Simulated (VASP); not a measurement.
**SiGe: relaxation of the atoms with PBEsol**

The system is SiGe.

```
Si Ge
1.0
     3.93960    0.00000    0.00000
    -1.96980    3.41180    0.00000
     0.00000    0.00000    6.50783
Si Ge
2 2
Direct
  0.66667 0.33333 0.87455
  0.33333 0.66667 0.37455
  0.66667 0.33333 0.50045
  0.33333 0.66667 0.00045
```

This cell differs from its parent crystal: equal strain along all axes, cell held: +1.0 %.

```
Program                : VASP 6.6.1
Task                   : relaxation of the atoms
Functional             : PBEsol
Potentials or basis    : VASP PAW PBE potentials, release 64 (Si, Ge_d)
Cutoff                 : 520 eV
k mesh                 : 12 × 12 × 6
Occupations            : gaussian, width 0.02 eV
Spin                   : no spin polarisation
Dipole correction      : no
Further INCAR settings : ALGO = Normal; EDIFF = 1e-06; IBRION = 2; EDIFFG = -0.008; NSW = 60
```

- Energy gained by relaxing: 0.0 meV/atom
- Ionic steps: 2
- Pressure after relaxing: -2.3 GPa
- Band gap on the k mesh: 0.33 eV

Final structure:
```xyz
4
Lattice="3.9396 0.0000 0.0000 -1.9698 3.4118 0.0000 0.0000 0.0000 6.5078" Properties=species:S:1:pos:R:3 pbc="T T T"
Si    1.9698    1.1373    5.6919
Si    0.0000    2.2745    2.4380
Ge    1.9698    1.1373    3.2563
Ge    0.0000    2.2745    0.0024
```

Levels at points of the mesh, in eV from the valence-band top:
```csv
k point,band 15,band 16,band 17,band 18,band 19,band 20,band 21,band 22
"(0.00, 0.00, 0.00)",-1.53,-0.29,0.00,0.00,0.33,1.22,2.05,2.05
"(0.50, 0.00, 0.00)",-4.63,-3.08,-2.92,-1.48,0.40,1.90,3.21,3.33
"(0.00, 0.00, 0.50)",-0.93,-0.93,-0.93,-0.93,1.11,1.11,3.07,3.07
"(0.50, 0.00, 0.50)",-2.53,-2.53,-2.44,-2.44,0.61,0.61,1.82,1.82
```

Wall time 52 s on 4 MPI ranks on Oxide Virtual Turin-like Processor, on a shared host, peak memory 0.26 GiB a rank.

Caveat: the cell differs from its parent crystal (equal strain along all axes, cell held: +1.0 %); semilocal functionals underestimate gaps, and a narrow one can read as zero; the PAW data sets were made with another functional, which shifts forces and pressure a little. A k mesh can miss the band edges.
